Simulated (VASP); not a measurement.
Set up this calculation in VASP 6.6.1, as the native input.

```yaml
Task: single point
Functional: r2SCAN
Potentials_or_basis: VASP PAW PBE potentials, release 64 (B, As)
Cutoff: 520 eV
k_mesh: 8 × 8 × 8
Occupations: gaussian, width 0.1 eV
Spin: no spin polarisation
Dipole_correction: no
Further_INCAR_settings: ALGO = Normal; EDIFF = 1e-06; NBANDS = 15
```

B3As:

```
B As
1.0
    -1.47515    1.47515    4.79218
     1.47515   -1.47515    4.79218
     1.47515    1.47515   -4.79218
B As
3 1
Direct
  0.50000 0.50000 0.00000
  0.25000 0.75000 0.50000
  0.75000 0.25000 0.50000
  0.00000 0.00000 0.00000
```

These files were run (other wordings do the same):

POSCAR

```
B3As
1.0
   -1.4751526117      1.4751526117      4.7921807632
    1.4751526117     -1.4751526117      4.7921807632
    1.4751526117      1.4751526117     -4.7921807632
B As
3 1
Direct
    0.5000000000      0.5000000000      0.0000000000
    0.2500000000      0.7500000000      0.5000000000
    0.7500000000      0.2500000000      0.5000000000
    0.0000000000      0.0000000000      0.0000000000
```

INCAR.step1

```
ALGO = Normal ; EDIFF = 1E-4
ENCUT = 520 ; GGA = PE
ISMEAR = 0 ; LASPH = True
LCHARG = False ; LREAL = False
LWAVE = True ; NBANDS = 15
NELM = 100 ; PREC = Accurate
SIGMA = 0.1
```

INCAR.step2

```
ALGO = Normal ; EDIFF = 1E-6
ENCUT = 520 ; ISIF = 2
ISMEAR = 0 ; ISTART = 1
LASPH = True ; LCHARG = False
LMIXTAU = True ; LREAL = False
LWAVE = False ; METAGGA = R2SCAN
NBANDS = 15 ; NELM = 100
PREC = Accurate ; SIGMA = 0.1
```

KPOINTS

```
k-points
0
Gamma
  8 8 8
```

Potentials or basis: VASP PAW PBE potentials, release 64 (B, As).

Command:

```console
$ cat potpaw_PBE.64/B/POTCAR potpaw_PBE.64/As/POTCAR > POTCAR
$ cp INCAR.step1 INCAR
$ mpirun -np 1 vasp_std > vasp.out
$ cp INCAR.step2 INCAR
$ mpirun -np 1 vasp_std > vasp.out
```

Results of the run:

| Quantity | Value |
| --- | --- |
| Pressure | 0.5 GPa |
| Band gap on the k mesh | zero (bands 7 and 8 overlap by 5.66 eV) |

Caveat: the PAW data sets were made with another functional, which shifts forces and pressure a little.

Wall time 7.5 min on 1 thread of Intel Xeon 8259CL (shared host), peak memory 0.24 GiB.
